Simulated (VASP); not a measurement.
A run of VASP 6.6.1:

File INCAR:

```
PREC = Accurate ; ENCUT = 520
EDIFF = 1E-6 ; ISMEAR = 1
SIGMA = 0.02 ; LREAL = False
LASPH = True ; NELM = 150
ALGO = Normal ; ISIF = 2
LWAVE = False ; LCHARG = False
ISPIN = 2 ; MAGMOM = 1 1
LORBIT = 11 ; GGA = PS
IBRION = 2 ; NSW = 80
EDIFFG = -0.01
```

KPOINTS

```
Automatic mesh
0
Gamma
  1 1 1
```

Contents of POSCAR:

```
O
1.0
    9.0000000000      0.0000000000      0.0000000000
    0.0000000000      9.5000000000      0.0000000000
    0.0000000000      0.0000000000     10.0000000000
O
2
Direct
    0.5000000000      0.5000000000      0.4385000000
    0.5000000000      0.5000000000      0.5615000000
```

Potentials or basis: VASP PAW PBE potentials, release 64 (O).

Command:

```bash
$ cat potpaw_PBE.64/O/POTCAR > POTCAR
$ mpirun -np 1 vasp_gam > vasp.out
```

Hardware: 1 thread of AMD EPYC 7R13 Processor (Zen 3), on a shared host.

Task: How long does it take, and how much memory?

Result: It took 2.9 min on 1 thread of AMD EPYC 7R13 Processor (Zen 3) (shared host), peak memory 1 GiB. Counts: scf iterations 58, k points 1, ion steps 3.
